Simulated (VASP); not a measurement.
Crystal: La2O3.

```
La O
1.0
     3.93078    0.00000    0.00000
    -1.96539    3.40415    0.00000
     0.00000    0.00000    6.11195
La O
2 3
Direct
  0.66667 0.33333 0.75376
  0.33333 0.66667 0.24624
  0.66667 0.33333 0.35411
  0.33333 0.66667 0.64589
  0.00000 0.00000 0.00000
```

Base run:

```yaml
Program: VASP 6.6.1
Functional: PBEsol
Potentials_or_basis: VASP PAW PBE potentials, release 64 (La, O)
Cutoff: 520 eV
k_mesh: 6 × 6 × 4
Occupations: gaussian, width 0.01 eV
Spin: no spin polarisation
```

Its results: band gap on the k mesh 3.78 eV (least direct gap 3.88 eV); pressure -3.2 GPa; largest force 0.101 eV/Å.

After a change of settings the same cell gave: band gap on the k mesh 3.91 eV (least direct gap 4.06 eV); pressure 3.8 GPa; largest force 0.029 eV/Å. Which change was it?
A. functional from PBEsol to BLYP; further incar settings from ALGO = Normal; EDIFF = 1e-06; NBANDS = 28 to ALGO = Normal; EDIFF = 1e-07; NBANDS = 28
B. functional from PBEsol to RPBE
C. functional from PBEsol to revPBE
D. functional from PBEsol to PBE; further incar settings from ALGO = Normal; EDIFF = 1e-06; NBANDS = 28 to ALGO = Normal; EDIFF = 1e-07; NBANDS = 28

C.

revPBE binds less tightly than PBEsol, so the same cell stands under more pressure.

Caveats: the PAW data sets were made with another functional, which shifts forces and pressure a little; spin-orbit coupling is left out, which moves the levels of the heavy elements; the cell stands under tension (at least some runs); the cell stands under pressure (at least some runs).
